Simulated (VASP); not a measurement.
# CuO (P4_2/mmc) in VASP: a series of runs

Runs on CuO. Level: PBE. Tasks: single point.

All numbers are computed with VASP 6.6.1; they aren't measurements. Logs are shortened: lines on timing, memory, paths and dates and some standing lists are left out, and cuts for length are marked.

**1. The cell of the first run**

Symmetry: P4_2/mmc, No. 131, tetragonal system. Conventional cell: a = 2.946 Å, b = 2.946 Å, c = 5.157 Å, α = 90.00°, β = 90.00°, γ = 90.00°. Within 2.6 Å of Cu (site symmetry mmm) lie 4 O at 1.96 Å. Within 2.6 Å of O (site symmetry -4m2) lie 4 Cu at 1.96 Å and 2 O at 2.58 Å.

**2. Single point, PBE**

INCAR reads:

```
SYSTEM = CuO
ALGO     = Normal         ! electronic algorithm
EDIFF    = 1E-6           ! SCF threshold, eV
ENCUT    = 700            ! plane-wave cutoff, eV
GGA      = PE             ! functional
GGA_COMPAT= .FALSE.      
ISIF     = 2              ! what is computed and relaxed
ISMEAR   = -1             ! smearing method
LASPH    = .TRUE.         ! aspherical terms in the spheres
LCHARG   = .TRUE.         ! write CHGCAR
LELF     = .TRUE.         ! ELF
LREAL    = .FALSE.        ! projectors in reciprocal space
LVHAR    = .TRUE.       
LWAVE    = .FALSE.        ! write WAVECAR
NBANDS   = 33             ! bands
NELM     = 120            ! most SCF steps
PREC     = Accurate       ! precision mode
SIGMA    = 0.05           ! smearing width, eV
```

KPOINTS reads:

```
k-points
0
G
  8 8 6
  0 0 0
```

POSCAR reads:

```
CuO
1.0
    2.9461145432      0.0000000000      0.0000000000
    0.0000000000      2.9461145432      0.0000000000
    0.0000000000      0.0000000000      5.1566338920
Cu O
2 2
Direct
    0.0000000000      0.5000000000      0.0000000000
    0.5000000000      0.0000000000      0.5000000000
    0.0000000000      0.0000000000      0.2500000000
    0.0000000000      0.0000000000      0.7500000000
```

Potentials or basis: VASP PAW PBE potentials, release 64 (Cu_sv_GW, O).

The run is started by

```console
$ cat potpaw_PBE.64/Cu_sv_GW/POTCAR potpaw_PBE.64/O/POTCAR > POTCAR
$ mpirun -np 1 vasp_std > vasp.out
```

OUTCAR:

```text
SYSTEM = CuO
   EDIFF = 1E-6
   ENCUT = 700
   GGA = PE
   ISIF = 2
   ISMEAR = -1
   LASPH = .TRUE.
   LREAL = .FALSE.
   NELM = 120
   PREC = Accurate

 ion  position               nearest neighbor table
   1  0.000  0.500  0.000-   3 1.96   4 1.96   3 1.96   4 1.96
   2  0.500  0.000  0.500-   3 1.96   4 1.96   3 1.96   4 1.96
   3  0.000  0.000  0.250-   1 1.96   2 1.96   1 1.96   2 1.96
   4  0.000  0.000  0.750-   1 1.96   2 1.96   1 1.96   2 1.96

  LATTYP: Found a simple tetragonal cell.
 ALAT       =     2.9461145432
 C/A-ratio  =     1.7503168381

  Lattice vectors:

 A1 = (   2.9461145432,   0.0000000000,   0.0000000000)
 A2 = (   0.0000000000,   2.9461145432,   0.0000000000)
 A3 = (   0.0000000000,   0.0000000000,   5.1566338920)

Analysis of symmetry for initial positions (statically):
=====================================================================
 Subroutine PRICEL returns:
 Original cell was already a primitive cell.

 Routine SETGRP: Setting up the symmetry group for a
 simple tetragonal supercell.

 Subroutine GETGRP returns: Found 16 space group operations
 (whereof  8 operations were pure point group operations)
 out of a pool of 16 trial point group operations.

The static configuration has the point symmetry D_2h.
 The point group associated with its full space group is D_4h.

Analysis of symmetry for dynamics (positions and initial velocities):
=====================================================================
 Subroutine PRICEL returns:
 Original cell was already a primitive cell.

 Routine SETGRP: Setting up the symmetry group for a
 simple tetragonal supercell.

 Subroutine GETGRP returns: Found 16 space group operations
 (whereof  8 operations were pure point group operations)
 out of a pool of 16 trial point group operations.

The dynamic configuration has the point symmetry D_2h.
 The point group associated with its full space group is D_4h.

 Subroutine INISYM returns: Found 16 space group operations
 (whereof  8 operations are pure point group operations),
 and found     1 'primitive' translations

----------------------------------------------------------------------------------------

                                     Primitive cell

  volume of cell :      44.7575

  direct lattice vectors                    reciprocal lattice vectors
     2.946114543  0.000000000  0.000000000     0.339430116  0.000000000  0.000000000
     0.000000000  2.946114543  0.000000000     0.000000000  0.339430116  0.000000000
     0.000000000  0.000000000  5.156633892     0.000000000  0.000000000  0.193924956

  length of vectors
     2.946114543  2.946114543  5.156633892     0.339430116  0.339430116  0.193924956

  position of ions in fractional coordinates (direct lattice)
     0.000000000  0.500000000  0.000000000
     0.500000000  0.000000000  0.500000000
     0.000000000  0.000000000  0.250000000
     0.000000000  0.000000000  0.750000000

  ion indices of the primitive-cell ions
   primitive index   ion index
                 1           1
                 2           2
                 3           3
                 4           4

----------------------------------------------------------------------------------------

 KPOINTS: k-points

Automatic generation of k-mesh.
 Grid dimensions read from file:
 generate k-points for:    8    8    6

 Generating k-lattice:

  Cartesian coordinates                     Fractional coordinates (reciprocal lattice)
     0.042428764  0.000000000  0.000000000     0.125000000  0.000000000  0.000000000
     0.000000000  0.042428764  0.000000000     0.000000000  0.125000000  0.000000000
     0.000000000  0.000000000  0.032320826     0.000000000  0.000000000  0.166666667

  Length of vectors
     0.042428764  0.042428764  0.032320826

  Shift w.r.t. Gamma in fractional coordinates (k-lattice)
     0.000000000  0.000000000  0.000000000

 Subroutine IBZKPT returns following result:
 ===========================================

 Found     60 irreducible k-points:

 Following reciprocal coordinates:
            Coordinates               Weight
  0.000000  0.000000  0.000000      1.000000
  0.125000  0.000000  0.000000      4.000000
  0.250000  0.000000  0.000000      4.000000
  0.375000  0.000000  0.000000      4.000000
  0.500000  0.000000  0.000000      2.000000
  0.125000  0.125000  0.000000      4.000000
[... 16 lines left out ...]
  0.375000  0.125000  0.166667     16.000000
  0.500000  0.125000  0.166667      8.000000
 [... further k-points ...]
   k-points           NKPTS =     60   k-points in BZ     NKDIM =     60   number of bands    NBANDS=     33
   number of dos      NEDOS =    301   number of ions     NIONS =      4
   total plane-waves  NPLWV =  37632
   dimension x,y,z NGX =    28 NGY =   28 NGZ =   48
   dimension x,y,z NGXF=    56 NGYF=   56 NGZF=   96
   ions per type =               2   2
   NGX,Y,Z   is equivalent  to a cutoff of  15.80, 15.80, 15.47 a.u.
   NGXF,Y,Z  is equivalent  to a cutoff of  31.60, 31.60, 30.95 a.u.
 SYSTEM =  CuO
   PREC   = accura    normal or accurate (medium, high low for compatibility)
   ISTART =      0    job   : 0-new  1-cont  2-samecut
   ICHARG =      2    charge: 1-file 2-atom 10-const
   ISPIN  =      1    spin polarized calculation?
   LNONCOLLINEAR =      F non collinear calculations
   LSORBIT =      F    spin-orbit coupling
   LASPH  =      T    aspherical Exc in radial PAW
   ENCUT  =  700.0 eV  51.45 Ry    7.17 a.u.   6.36  6.36 11.12*2*pi/ulx,y,z
   NELM   =    120;   NELMIN=  2; NELMDL= -5     # of ELM steps
   EDIFF  = 0.1E-05   stopping-criterion for ELM
   LREAL  =      F    real-space projection
   EDIFFG = 0.1E-04   stopping-criterion for IOM
   NSW    =      0    number of steps for IOM
   IBRION =     -1    ionic relax: 0-MD 1-quasi-New 2-CG
   NFREE  =      0    steps in history (QN), initial steepest desc. (CG)
   ISIF   =      2    stress and relaxation
   ISYM   =      2    0-nonsym 1-usesym 2-fastsym
   POTIM  = 0.5000    time-step for ionic-motion
   TEBEG  =    0.0;   TEEND  =   0.0 temperature during run
   PSTRESS=    0.0 pullay stress
   NELECT =      50.0000    total number of electrons
   NUPDOWN=      -1.0000    fix difference up-down
   EMIN   =  10.00;   EMAX   =-10.00  energy-range for DOS
   EFERMI =   0.00;   METHOD = LEGACY
   ISMEAR =    -1;   SIGMA  =   0.05  broadening in eV -4-tet -1-fermi 0-gaus
   EFERMI_NEDOS =   21; number of points for ismear=-14 and -15
   IALGO  =     38    algorithm
   IMIX   =      4    mixing-type and parameters
     AMIX     =   0.40;   BMIX     =  1.00
     AMIX_MAG =   1.60;   BMIX_MAG =  1.00
  volume/ion in A,a.u.               =      11.19        75.51
  Fermi-wavevector in a.u.,A,eV,Ry     =   1.698672  3.210026 39.259450  2.885488
  Thomas-Fermi vector in A             =   2.779129
   LORBIT       =      0    0 simple, 1 ext, 2 COOP (PROOUT), +10 PAW based schemes
   GGA     = PE    functional components
   LHFCALC =     F    Hartree Fock is set to
   AEXX    =    0.0000 exact exchange contribution
   IVDW    =     0    specifies the selected vdW correction
   LEPSILON=     F    determine dielectric tensor
   LRPA    =     F    only Hartree local field effects (RPA)
 non-spin polarized calculation
  energy-cutoff  :      700.00
  volume of cell :       44.76
 maximum number of plane-waves:      1908
 NGX is ok and might be reduce to    28
   NGX = 13   NGY = 13   NGZ = 23

 number of electron      49.9999974 magnetization

 Free energy of the ion-electron system (eV)
  ---------------------------------------------------
  ext. energy  EPLUGINS =         0.00000000
  ---------------------------------------------------
  free energy    TOTEN  =       -19.90450342 eV

  energy without entropy =      -19.88758414  energy(sigma->0) =      -19.89604378

 E-fermi :   4.8175     XC(G=0): -11.6006

 val. band max:        4.7488876621   @ k =   0.3750   0.0000   0.1667
 cond. band min:       4.8281497614   @ k =   0.1250   0.1250   0.3333
 fundamental gap:      0.0792620994
 Fermi energy:         4.8174507591

 k-point     1 :       0.0000    0.0000    0.0000
  band No.  band energies     occupation
      1    -107.8898      2.00000
      2    -107.8897      2.00000
      3     -65.3911      2.00000
      4     -65.3911      2.00000
      5     -65.3570      2.00000
      6     -65.3507      2.00000
[... 25 lines left out ...]
     32      19.1608      0.00000
     33      19.5081      0.00000

 k-point     2 :       0.1250    0.0000    0.0000
  band No.  band energies     occupation
      1    -107.8902      2.00000
      2    -107.8897      2.00000
      3     -65.3929      2.00000
      4     -65.3912      2.00000
      5     -65.3568      2.00000
      6     -65.3518      2.00000
[... 25 lines left out ...]
     32      19.4487      0.00000
     33      19.7218      0.00000

 k-point     3 :       0.2500    0.0000    0.0000
  band No.  band energies     occupation
      1    -107.8902      2.00000
      2    -107.8897      2.00000
      3     -65.3972      2.00000
      4     -65.3911      2.00000
      5     -65.3563      2.00000
      6     -65.3515      2.00000
[... 25 lines left out ...]
     32      19.2518      0.00000
     33      19.7930      0.00000

 k-point     4 :       0.3750    0.0000    0.0000
  band No.  band energies     occupation
      1    -107.8899      2.00000
      2    -107.8892      2.00000
      3     -65.4004      2.00000
      4     -65.3911      2.00000
      5     -65.3550      2.00000
      6     -65.3519      2.00000
[... 25 lines left out ...]
     32      18.0653      0.00000
     33      19.4428      0.00000

 k-point     5 :       0.5000    0.0000    0.0000
  band No.  band energies     occupation
      1    -107.8898      2.00000
      2    -107.8897      2.00000
      3     -65.4024      2.00000
      4     -65.3911      2.00000
      5     -65.3540      2.00000
      6     -65.3534      2.00000
[... 604 lines left out ...]
 k-point    22 :       0.2500    0.1250    0.1667
  band No.  band energies     occupation
      1    -107.8899      2.00000
      2    -107.8898      2.00000
      3     -65.3968      2.00000
      4     -65.3927      2.00000
      5     -65.3558      2.00000
      6     -65.3525      2.00000
[... 25 lines left out ...]
     32      17.8252      0.00000
     33      19.6108      0.00000

 k-point    23 :       0.3750    0.1250    0.1667
  band No.  band energies     occupation
      1    -107.8896      2.00000
      2    -107.8895      2.00000
      3     -65.4005      2.00000
      4     -65.3925      2.00000
      5     -65.3545      2.00000
      6     -65.3526      2.00000
[... 25 lines left out ...]
     32      18.1845      0.00000
     33      18.8496      0.00000

 k-point    24 :       0.5000    0.1250    0.1667
  band No.  band energies     occupation
      1    -107.8895      2.00000
      2    -107.8894      2.00000
      3     -65.4022      2.00000
      4     -65.3924      2.00000
      5     -65.3535      2.00000
      6     -65.3531      2.00000
[... 25 lines left out ...]
     32      18.3194      0.00000
     33      18.3702      0.00000

 [... further k-points ...]
[... 5 lines left out ...]
  --------------------------------------------------------------------------------------
  -------------------------------------------------------------------------------------
  Total       -0.7350719     -0.7350719     -0.7128047      0.0000000      0.0000000      0.0000000
  in kB      -26.3132701    -26.3132701    -25.5161763      0.0000000      0.0000000      0.0000000
  external PRESSURE =     -26.0475722 kB  Pullay stress =       0.0000000 kB

 VOLUME and BASIS-vectors are now :
 -----------------------------------------------------------------------------
  energy-cutoff  :      700.00
  volume of cell :       44.76
      direct lattice vectors                 reciprocal lattice vectors
     2.946114543  0.000000000  0.000000000     0.339430116  0.000000000  0.000000000
     0.000000000  2.946114543  0.000000000     0.000000000  0.339430116  0.000000000
     0.000000000  0.000000000  5.156633892     0.000000000  0.000000000  0.193924956

 POSITION                                       TOTAL-FORCE (eV/Angst)
 -----------------------------------------------------------------------------------
      0.00000      1.47306      0.00000         0.000000      0.000000      0.000000
      1.47306      0.00000      2.57832         0.000000      0.000000      0.000000
      0.00000      0.00000      1.28916        -0.000000     -0.000000     -0.000000
      0.00000      0.00000      3.86748         0.000000      0.000000      0.000000
 -----------------------------------------------------------------------------------
    total drift:                                0.000000      0.000000      0.000000

  FREE ENERGIE OF THE ION-ELECTRON SYSTEM (eV)
  ---------------------------------------------------
  free  energy   TOTEN  =       -19.9045034183 eV

  energy  without entropy=      -19.8875841367  energy(sigma->0) =      -19.89604378
```

Run time: 3.4 min. Hardware: 1 thread of Intel Xeon Platinum 8488C (Sapphire Rapids), shared host; peak memory 0.28 GiB.

Results:

```yaml
Free_energy: -19.9045 eV
Pressure: -2.6 GPa
Band_gap_on_the_k_mesh: zero (band 25 reaches 5.48 eV, above the bottom of band 26 at 4.30 eV)
```

Stress tensor (GPa, compression positive):
```
-2.63  0.00  0.00
 0.00 -2.63  0.00
 0.00  0.00 -2.55
```

Levels at points of the mesh, in eV from the Fermi level:
```tsv
k point	band 22	band 23	band 24	band 25	band 26	band 27	band 28	band 29
(0.00, 0.00, 0.00)	-2.36	-2.27	-1.90	0.66	0.66	1.34	6.02	7.19
(0.50, 0.00, 0.00)	-1.89	-1.57	-1.51	0.20	0.45	3.66	5.77	6.34
(0.50, 0.50, 0.00)	-2.34	-1.60	-1.20	-1.20	1.10	2.09	7.11	9.70
(0.00, 0.00, 0.50)	-2.27	-1.56	-1.56	0.10	0.10	3.40	3.40	11.52
(0.50, 0.00, 0.50)	-2.33	-2.02	-1.81	-0.19	0.66	4.26	5.78	8.19
(0.50, 0.50, 0.50)	-1.90	-1.42	-1.42	-0.52	-0.52	3.95	3.95	10.29
```

Caveat: semilocal functionals often make such compounds metallic where correlation or magnetic order opens a gap, which also shifts bond lengths. With open d or f shells a metallic result of PBE can be an artefact of self-interaction; +U or a hybrid may open a gap.

(Part 1 of 2 ends here.)
